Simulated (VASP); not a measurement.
# Hf2BCl6 (Fm-3m) in VASP: notebook

Runs on Hf2BCl6. Level: PBE. Tasks: single point, relaxation of cell and atoms.

All numbers are computed with VASP 6.6.1; they aren't measurements. Logs are shortened: lines on timing, memory, paths and dates and some standing lists are left out, and cuts for length are marked.

## Step 1: The cell of the first run

Symmetry: Fm-3m, No. 225, cubic system. Conventional cell: a = 8.632 Å, b = 8.632 Å, c = 8.632 Å, α = 90.00°, β = 90.00°, γ = 90.00°. Within 4.0 Å of Hf (site symmetry -43m) lie 12 Cl at 3.05 Å and 4 B at 3.74 Å. B (site symmetry m-3m) has 6 Cl at 2.12 Å within 2.8 Å. Cl (site symmetry 4mm) has 1 B at 2.12 Å within 2.8 Å.

## Step 2: Single point, PBE (atoms taken out)

The input, INCAR:

```
  PREC = Accurate
  ENCUT = 520
  EDIFF = 1E-7
  ISMEAR = 0
  SIGMA = 0.1
  LREAL = False
  LASPH = True
  NELM = 100
  ALGO = Normal
  ISIF = 2
  LWAVE = False
  LCHARG = True
  GGA = PE
  LELF = True
  LVHAR = True
  NBANDS = 42
```

The input, KPOINTS:

```
regular mesh
0
Gamma
  8 8 8
```

The input, POSCAR:

```
Hf2BCl6
1.0
    0.0000000000      4.3161386320      4.3161386320
    4.3161386320      0.0000000000      4.3161386320
    4.3161386320      4.3161386320      0.0000000000
Hf B Cl
2 1 6
Direct
    0.2500000000      0.2500000000      0.2500000000
    0.7500000000      0.7500000000      0.7500000000
    0.0000000000      0.0000000000      0.0000000000
    0.7540314341      0.2459685659      0.2459685659
    0.2459685659      0.7540314341      0.7540314341
    0.2459685659      0.7540314341      0.2459685659
    0.7540314341      0.2459685659      0.7540314341
    0.2459685659      0.2459685659      0.7540314341
    0.7540314341      0.7540314341      0.2459685659
```

Potentials or basis: VASP PAW PBE potentials, release 64 (Hf_pv, B, Cl).

Run with:

```console
$ cat potpaw_PBE.64/Hf_pv/POTCAR potpaw_PBE.64/B/POTCAR potpaw_PBE.64/Cl/POTCAR > POTCAR
$ mpirun -np 1 vasp_std > vasp.out
```

OUTCAR:

```text
PREC = Accurate
   ENCUT = 520
   EDIFF = 1E-7
   ISMEAR = 0
   LREAL = False
   LASPH = True
   NELM = 100
   ISIF = 2
   GGA = PE

 ion  position               nearest neighbor table
   1  0.250  0.250  0.250-   4 3.05   7 3.05   5 3.05   6 3.05   5 3.05   7 3.05   4 3.05   6 3.05
                             8 3.05   9 3.05   9 3.05   8 3.05
   2  0.750  0.750  0.750-   5 3.05   7 3.05   4 3.05   6 3.05   4 3.05   7 3.05   5 3.05   6 3.05
                             8 3.05   9 3.05   9 3.05   8 3.05
   3  0.000  0.000  0.000-   4 2.12   5 2.12   6 2.12   7 2.12   8 2.12   9 2.12
   4  0.754  0.246  0.246-   3 2.12   2 3.05   1 3.05   2 3.05   1 3.05
   5  0.246  0.754  0.754-   3 2.12   2 3.05   2 3.05   1 3.05   1 3.05
   6  0.246  0.754  0.246-   3 2.12   2 3.05   1 3.05   2 3.05   1 3.05
   7  0.754  0.246  0.754-   3 2.12   2 3.05   2 3.05   1 3.05   1 3.05
   8  0.246  0.246  0.754-   3 2.12   2 3.05   1 3.05   2 3.05   1 3.05
   9  0.754  0.754  0.246-   3 2.12   2 3.05   2 3.05   1 3.05   1 3.05

  LATTYP: Found a face centered cubic cell.
 ALAT       =     8.6322772640

  Lattice vectors:

 A1 = (   0.0000000000,   4.3161386320,   4.3161386320)
 A2 = (   4.3161386320,   0.0000000000,   4.3161386320)
 A3 = (   4.3161386320,   4.3161386320,   0.0000000000)

Analysis of symmetry for initial positions (statically):
=====================================================================
 Subroutine PRICEL returns:
 Original cell was already a primitive cell.

 Routine SETGRP: Setting up the symmetry group for a
 face centered cubic supercell.

 Subroutine GETGRP returns: Found 48 space group operations
 (whereof 48 operations were pure point group operations)
 out of a pool of 48 trial point group operations.

The static configuration has the point symmetry O_h .

Analysis of symmetry for dynamics (positions and initial velocities):
=====================================================================
 Subroutine PRICEL returns:
 Original cell was already a primitive cell.

 Routine SETGRP: Setting up the symmetry group for a
 face centered cubic supercell.

 Subroutine GETGRP returns: Found 48 space group operations
 (whereof 48 operations were pure point group operations)
 out of a pool of 48 trial point group operations.

The dynamic configuration has the point symmetry O_h .

 Subroutine INISYM returns: Found 48 space group operations
 (whereof 48 operations are pure point group operations),
 and found     1 'primitive' translations

----------------------------------------------------------------------------------------

                                     Primitive cell

  volume of cell :     160.8111

  direct lattice vectors                    reciprocal lattice vectors
     0.000000000  4.316138632  4.316138632    -0.115844286  0.115844286  0.115844286
     4.316138632  0.000000000  4.316138632     0.115844286 -0.115844286  0.115844286
     4.316138632  4.316138632  0.000000000     0.115844286  0.115844286 -0.115844286

  length of vectors
     6.103941790  6.103941790  6.103941790     0.200648190  0.200648190  0.200648190

  position of ions in fractional coordinates (direct lattice)
     0.250000000  0.250000000  0.250000000
     0.750000000  0.750000000  0.750000000
     0.000000000  0.000000000  0.000000000
     0.754031434  0.245968566  0.245968566
     0.245968566  0.754031434  0.754031434
     0.245968566  0.754031434  0.245968566
     0.754031434  0.245968566  0.754031434
     0.245968566  0.245968566  0.754031434
     0.754031434  0.754031434  0.245968566

  ion indices of the primitive-cell ions
   primitive index   ion index
                 1           1
                 2           2
                 3           3
                 4           4
                 5           5
                 6           6
                 7           7
                 8           8
                 9           9

----------------------------------------------------------------------------------------

 KPOINTS: regular mesh

Automatic generation of k-mesh.
 Grid dimensions read from file:
 generate k-points for:    8    8    8

 Generating k-lattice:

  Cartesian coordinates                     Fractional coordinates (reciprocal lattice)
    -0.014480536  0.014480536  0.014480536     0.125000000  0.000000000  0.000000000
     0.014480536 -0.014480536  0.014480536     0.000000000  0.125000000  0.000000000
     0.014480536  0.014480536 -0.014480536     0.000000000  0.000000000  0.125000000

  Length of vectors
     0.025081024  0.025081024  0.025081024

  Shift w.r.t. Gamma in fractional coordinates (k-lattice)
     0.000000000  0.000000000  0.000000000

 Subroutine IBZKPT returns following result:
 ===========================================

 Found     29 irreducible k-points:

 Following reciprocal coordinates:
            Coordinates               Weight
  0.000000  0.000000  0.000000      1.000000
  0.125000  0.000000  0.000000      8.000000
  0.250000  0.000000  0.000000      8.000000
  0.375000  0.000000  0.000000      8.000000
  0.500000  0.000000  0.000000      4.000000
  0.125000  0.125000  0.000000      6.000000
[... 16 lines left out ...]
  0.500000  0.250000  0.125000     48.000000
 -0.375000  0.250000  0.125000     24.000000
 [... further k-points ...]
   k-points           NKPTS =     29   k-points in BZ     NKDIM =     29   number of bands    NBANDS=     42
   number of dos      NEDOS =    301   number of ions     NIONS =      9
   total plane-waves  NPLWV = 110592
   dimension x,y,z NGX =    48 NGY =   48 NGZ =   48
   dimension x,y,z NGXF=    96 NGYF=   96 NGZF=   96
   ions per type =               2   1   6
   NGX,Y,Z   is equivalent  to a cutoff of  13.07, 13.07, 13.07 a.u.
   NGXF,Y,Z  is equivalent  to a cutoff of  26.15, 26.15, 26.15 a.u.
 SYSTEM =  unknown system
   PREC   = accura    normal or accurate (medium, high low for compatibility)
   ISTART =      0    job   : 0-new  1-cont  2-samecut
   ICHARG =      2    charge: 1-file 2-atom 10-const
   ISPIN  =      1    spin polarized calculation?
   LNONCOLLINEAR =      F non collinear calculations
   LSORBIT =      F    spin-orbit coupling
   LASPH  =      T    aspherical Exc in radial PAW
   ENCUT  =  520.0 eV  38.22 Ry    6.18 a.u.  11.35 11.35 11.35*2*pi/ulx,y,z
   NELM   =    100;   NELMIN=  2; NELMDL= -5     # of ELM steps
   EDIFF  = 0.1E-06   stopping-criterion for ELM
   LREAL  =      F    real-space projection
   EDIFFG = 0.1E-05   stopping-criterion for IOM
   NSW    =      0    number of steps for IOM
   IBRION =     -1    ionic relax: 0-MD 1-quasi-New 2-CG
   NFREE  =      0    steps in history (QN), initial steepest desc. (CG)
   ISIF   =      2    stress and relaxation
   ISYM   =      2    0-nonsym 1-usesym 2-fastsym
   POTIM  = 0.5000    time-step for ionic-motion
   TEBEG  =    0.0;   TEEND  =   0.0 temperature during run
   PSTRESS=    0.0 pullay stress
   NELECT =      65.0000    total number of electrons
   NUPDOWN=      -1.0000    fix difference up-down
   EMIN   =  10.00;   EMAX   =-10.00  energy-range for DOS
   EFERMI =   0.00;   METHOD = LEGACY
   ISMEAR =     0;   SIGMA  =   0.10  broadening in eV -4-tet -1-fermi 0-gaus
   EFERMI_NEDOS =   21; number of points for ismear=-14 and -15
   IALGO  =     38    algorithm
   IMIX   =      4    mixing-type and parameters
     AMIX     =   0.40;   BMIX     =  1.00
     AMIX_MAG =   1.60;   BMIX_MAG =  1.00
  volume/ion in A,a.u.               =      17.87       120.58
  Fermi-wavevector in a.u.,A,eV,Ry     =   1.210432  2.287386 19.934532  1.465147
  Thomas-Fermi vector in A             =   2.345979
   LORBIT       =      0    0 simple, 1 ext, 2 COOP (PROOUT), +10 PAW based schemes
   GGA     = PE    functional components
   LHFCALC =     F    Hartree Fock is set to
   AEXX    =    0.0000 exact exchange contribution
   IVDW    =     0    specifies the selected vdW correction
   LEPSILON=     F    determine dielectric tensor
   LRPA    =     F    only Hartree local field effects (RPA)
 non-spin polarized calculation
 Gauss-broadening in eV      SIGMA  =   0.10
  energy-cutoff  :      520.00
  volume of cell :      160.81
 maximum number of plane-waves:      4364
 NGX is ok and might be reduce to    48
   NGX = 23   NGY = 23   NGZ = 23

 number of electron      65.0000006 magnetization

 Free energy of the ion-electron system (eV)
  ---------------------------------------------------
  ext. energy  EPLUGINS =         0.00000000
  ---------------------------------------------------
  free energy    TOTEN  =       -36.96316807 eV

  energy without entropy =      -36.91528250  energy(sigma->0) =      -36.93922528

 E-fermi :   7.2597     XC(G=0): -10.6164

 val. band max:        7.2470969270   @ k =   0.5000   0.3750   0.0000
 cond. band min:       7.2627318207   @ k =   0.2500   0.2500   0.0000
 fundamental gap:      0.0156348937
 Fermi energy:         7.2597255015

 k-point     1 :       0.0000    0.0000    0.0000
  band No.  band energies     occupation
      1     -25.8342      2.00000
      2     -25.8342      2.00000
      3     -25.8342      2.00000
      4     -25.8229      2.00000
      5     -25.8229      2.00000
      6     -25.8229      2.00000
[... 34 lines left out ...]
     41       7.5019      0.00062
     42       8.0678      0.00000

 k-point     2 :       0.1250    0.0000    0.0000
  band No.  band energies     occupation
      1     -25.8340      2.00000
      2     -25.8338      2.00000
      3     -25.8338      2.00000
      4     -25.8235      2.00000
      5     -25.8234      2.00000
      6     -25.8234      2.00000
[... 979 lines left out ...]
     41       8.8360      0.00000
     42       9.2211      0.00000

 k-point    24 :      -0.3750    0.2500    0.1250
  band No.  band energies     occupation
      1     -25.8356      2.00000
      2     -25.8354      2.00000
      3     -25.8292      2.00000
      4     -25.8292      2.00000
      5     -25.8231      2.00000
      6     -25.8231      2.00000
[... 34 lines left out ...]
     41       9.0487      0.00000
     42       9.1035      0.00000

 [... further k-points ...]

------------------------ aborting loop because EDIFF is reached ----------------------------------------

  FORCE on cell =-STRESS in cart. coord.  units (eV):
  Direction    XX          YY          ZZ          XY          YZ          ZX
  --------------------------------------------------------------------------------------
  -------------------------------------------------------------------------------------
  Total       -0.3542298     -0.3542298     -0.3542298      0.0000000      0.0000000     -0.0000000
  in kB       -3.5292259     -3.5292259     -3.5292259      0.0000000      0.0000000     -0.0000000
  external PRESSURE =      -3.5292259 kB  Pullay stress =       0.0000000 kB

 VOLUME and BASIS-vectors are now :
 -----------------------------------------------------------------------------
  energy-cutoff  :      520.00
  volume of cell :      160.81
      direct lattice vectors                 reciprocal lattice vectors
     0.000000000  4.316138632  4.316138632    -0.115844286  0.115844286  0.115844286
     4.316138632  0.000000000  4.316138632     0.115844286 -0.115844286  0.115844286
     4.316138632  4.316138632  0.000000000     0.115844286  0.115844286 -0.115844286

 POSITION                                       TOTAL-FORCE (eV/Angst)
 -----------------------------------------------------------------------------------
      2.15807      2.15807      2.15807         0.000000      0.000000      0.000000
      6.47421      6.47421      6.47421        -0.000000     -0.000000     -0.000000
      0.00000      0.00000      0.00000         0.000000      0.000000      0.000000
      2.12327      4.31614      4.31614        -0.016364      0.000000      0.000000
      6.50901      4.31614      4.31614         0.016364      0.000000      0.000000
      4.31614      2.12327      4.31614         0.000000     -0.016364      0.000000
      4.31614      6.50901      4.31614         0.000000      0.016364      0.000000
      4.31614      4.31614      2.12327         0.000000      0.000000     -0.016364
      4.31614      4.31614      6.50901         0.000000      0.000000      0.016364
 -----------------------------------------------------------------------------------
    total drift:                               -0.000000     -0.000000      0.000000

  FREE ENERGIE OF THE ION-ELECTRON SYSTEM (eV)
  ---------------------------------------------------
  free  energy   TOTEN  =       -36.9631680672 eV

  energy  without entropy=      -36.9152824996  energy(sigma->0) =      -36.93922528
```

Wall time 2.8 min (1 thread of AMD EPYC 9R45 (Zen 5), shared host); peak memory 0.38 GiB.

Results:

* Free energy: -36.9632 eV
* Pressure: -0.4 GPa
* Largest force: 0.016 eV/Å
* Band gap on the k mesh: zero (an odd number of electrons rules out a gap without spin polarisation)

Forces on the atoms (eV/Å):
```
Hf   0.000  0.000  0.000
Hf   0.000  0.000  0.000
B    0.000  0.000  0.000
Cl  -0.016  0.000  0.000
Cl   0.016  0.000  0.000
Cl   0.000 -0.016  0.000
Cl   0.000  0.016  0.000
Cl   0.000  0.000 -0.016
Cl   0.000  0.000  0.016
```

Levels at points of the mesh, in eV from the Fermi level:
| k point | band 30 | band 31 | band 32 | band 33 | band 34 | band 35 | band 36 | band 37 |
| --- | --- | --- | --- | --- | --- | --- | --- | --- |
| (0.00, 0.00, 0.00) | -3.58 | -2.15 | -1.40 | -1.13 | -1.13 | -0.36 | -0.36 | -0.36 |
| (0.50, 0.00, 0.00) | -3.89 | -0.85 | -0.34 | -0.04 | -0.04 | 0.04 | 0.04 | 1.17 |
| (0.50, 0.50, 0.00) | -3.81 | -0.10 | 0.02 | 0.07 | 0.12 | 1.04 | 1.52 | 1.53 |

Caveat: the cell differs from its parent crystal (atoms taken out); spin-orbit coupling is left out, which moves the levels of the heavy elements; an odd number of electrons without spin polarisation forces a metal; a magnetic or distorted state may lie lower.

[end of part 1 of 2]
